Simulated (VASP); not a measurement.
A run of VASP 6.6.1 is set up as follows.

INCAR

```
SYSTEM = InAs
  ALGO = Normal
  EDIFF = 1E-7
  ENCUT = 520
  GGA = PE
  ISIF = 2
  ISMEAR = 0
  LASPH = .TRUE.
  LCHARG = .FALSE.
  LREAL = .FALSE.
  LWAVE = .FALSE.
  NBANDS = 16
  NELM = 100
  PREC = Accurate
  SIGMA = 0.1
```

Contents of KPOINTS:

```
k-points
0
G
  6 6 6
  0 0 0
```

POSCAR

```
InAs
1.0
   -2.0341084692      2.0341084692      2.8768891817
    2.0341084692     -2.0341084692      2.8768891817
    2.0341084692      2.0341084692     -2.8768891817
In As
1 1
Direct
    0.0000000000      0.0000000000      0.0000000000
    0.5000000000      0.5000000000      0.0000000000
```

Potentials or basis: VASP PAW PBE potentials, release 64 (In_d, As).

Launch:

```console
$ cat potpaw_PBE.64/In_d/POTCAR potpaw_PBE.64/As/POTCAR > POTCAR
$ mpirun -np 1 vasp_std > vasp.out
```

Task: Estimate the band gap on the k mesh.

Result: Zero (band 9 reaches 6.30 eV, above the bottom of band 10 at 3.71 eV).

Task: What does it give for the pressure?

Result: 0.0 GPa.

Caveat: the k points lie up to 0.36 Å⁻¹ apart; spin-orbit coupling is left out, which moves the levels of the heavy elements.
